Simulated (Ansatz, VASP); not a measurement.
# Two plane-wave programs on Ge2Te3O

The input INCAR:

```
PREC = Accurate ; ENCUT = 600
EDIFF = 1E-7 ; ISMEAR = 0
SIGMA = 0.1 ; LREAL = F
LASPH = T ; NELM = 120
ALGO = Normal ; ISIF = 3
LWAVE = F ; LCHARG = F
GGA = PE ; IBRION = 2
NSW = 100 ; EDIFFG = -0.01
GGA_COMPAT = F ; NELMIN = 4
```

File KPOINTS:

```
Automatic mesh
0
Gamma
  6 6 6
```

The input POSCAR:

```
Ge2Te3O
1.0
    3.1255189600      1.8045192200      4.4154751500
   -3.1255189600      1.8045192200      4.4154751500
    0.0000000000     -3.6090384300      4.4154751500
Ge Te O
2 3 1
Direct
    0.6293433300      0.6293433300      0.6293433300
    0.3706566700      0.3706566700      0.3706566700
    0.0000000000      0.0000000000      0.5000000000
    0.0000000000      0.5000000000      0.0000000000
    0.5000000000      0.0000000000      0.0000000000
    0.0000000000      0.0000000000      0.0000000000
```

Input for Ansatz:

```yaml
crystal:
  lattice:
    - [3.12551896, 1.80451922, 4.41547515]
    - [-3.12551896, 1.80451922, 4.41547515]
    - [0.0, -3.60903843, 4.41547515]
  atoms:
    - { symbol: Ge, position: [0.62934333, 0.62934333, 0.62934333] }
    - { symbol: Ge, position: [0.37065667, 0.37065667, 0.37065667] }
    - { symbol: Te, position: [0.0, 0.0, 0.5] }
    - { symbol: Te, position: [0.0, 0.5, 0.0] }
    - { symbol: Te, position: [0.5, 0.0, 0.0] }
    - { symbol: O, position: [0.0, 0.0, 0.0] }
basis:
  ecutwfc: 420
kpoints:
  mp_grid: { grid: [6, 6, 6] }
hamiltonian:
  xc: pbe
scf:
  occupations: { method: gaussian, width: 0.1 }
output:
  forces: true
  stress: true
  eigenvalues: true
  write_density: true
  write_potential: true
  elf: true
  volumetric_format: npy
relax:
  adjacent_minimum: "off"
  f_tol: 0.01
  max_steps: 80
  cell: { stress_tol: 0.05 }
```

Change from the starting cell: species swapped into the Y2GeRh3 type (R-3m, No. 166).

Alike in both runs: task relaxation of cell and atoms; functional PBE; k mesh 6 × 6 × 6; occupations gaussian, width 0.1 eV; no spin polarisation.

```csv
,VASP,Ansatz
version,VASP 6.6.1,Ansatz 0.2.0
potentials or method,"VASP PAW PBE potentials, release 64 (Ge_d, Te, O), cutoff 600 eV","scalar-relativistic, plane waves, PAW"
valence electrons in the cell,52,82
```

|  | VASP | Ansatz | Ansatz less VASP |
| --- | --- | --- | --- |
| gap on the k mesh at the Fermi level, each at its own relaxed structure (eV) | none | none | - |
| relaxed volume (Å³/atom) | 23.50 | 23.53 | +0.027 |
| relaxed cell length with the largest relative difference (Å) | 5.236 | 5.238 | +0.0020 |

A gap of «none» marks a metal or a gap that the smearing closes. VASP's potentials hold 52 valence electrons a cell and Ansatz's 82, so a difference there can come from the potentials and not from the codes.

Neither program's run includes spin-orbit coupling.
